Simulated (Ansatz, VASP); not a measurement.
# MgO in VASP and in Ansatz

```
CELL_PARAMETERS angstrom
3.48408 0.00000 0.00000
-1.74204 3.01730 0.00000
0.00000 0.00000 4.18532
ATOMIC_POSITIONS crystal
Mg 0.66667 0.33333 0.75000
Mg 0.33333 0.66667 0.25000
O 0.66667 0.33333 0.25000
O 0.33333 0.66667 0.75000
```

Alike in both runs: task single point; functional PBE-based screened hybrid with a share of 0.35 of exact exchange and HFSCREEN = 0.2078; k mesh 6 × 6 × 4; no spin polarisation.

|  | VASP | Ansatz |
| --- | --- | --- |
| version | VASP 6.6.1 | Ansatz 0.2.0 |
| potentials or method | VASP PAW PBE potentials, release 64 (Mg, O) | plane waves |
| plane-wave cutoff (eV) | 520 | 420 |
| occupations | gaussian, width 0.01 eV | fixed |
| valence electrons in the cell | 16 | 32 |

```tsv
	VASP	Ansatz	Ansatz less VASP
gap on the k mesh at the Fermi level (eV)	5.68	5.71	+0.035
pressure (GPa)	-1.8	-1.8	+0.03
traceless stress, the component that is largest in VASP (GPa)	-0.29	-0.24	+0.052
```

VASP's potentials were made for PBE, not for PBE-based screened hybrid. VASP's potentials hold 16 valence electrons a cell and Ansatz's 32, so a difference there can come from the potentials and not from the codes. Ansatz's warnings: stress exchange threshold loose, stress scf threshold loose.
